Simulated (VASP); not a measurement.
**ZnO: single point with LDA**

The system is ZnO.

```xyz
4
Lattice="3.2880 0.0000 0.0000 -1.6440 2.8475 0.0000 0.0000 0.0000 7.1304" Properties=species:S:1:pos:R:3 pbc="T T T"
Zn    0.0000    0.0000    5.3478
Zn    0.0000    0.0000    1.7826
O     0.0000    1.8983    1.7826
O     1.6440    0.9492    5.3478
```

```yaml
Program: VASP 6.6.1
Task: single point
Functional: LDA
Potentials_or_basis: VASP PAW LDA potentials, release 64 (Zn, O)
Cutoff: 520 eV
k_mesh: 9 × 9 × 4
Occupations: gaussian, width 0.05 eV
Spin: no spin polarisation
```

The pressure is -7.4 GPa. The band gap on the k mesh is 0.76 eV.

Stress tensor (GPa, compression positive):
```
-10.23   0.00   0.00
  0.00 -10.23   0.00
  0.00   0.00  -1.82
```

Levels at points of the mesh, in eV from the valence-band top:
| k point | band 16 | band 17 | band 18 | band 19 | band 20 | band 21 |
| --- | --- | --- | --- | --- | --- | --- |
| (0.00, 0.00, 0.00) | -0.01 | 0.00 | 0.00 | 0.76 | 3.31 | 5.07 |
| (0.00, 0.00, 0.50) | 0.00 | 0.00 | 0.00 | 1.89 | 1.89 | 7.14 |

Run time: 90 s on 1 thread of Intel Xeon 8259CL (shared host), peak memory 0.19 GiB.

Caveat: the cell stands under tension; an odd mesh through Γ misses points on the zone boundary, where band edges can lie.
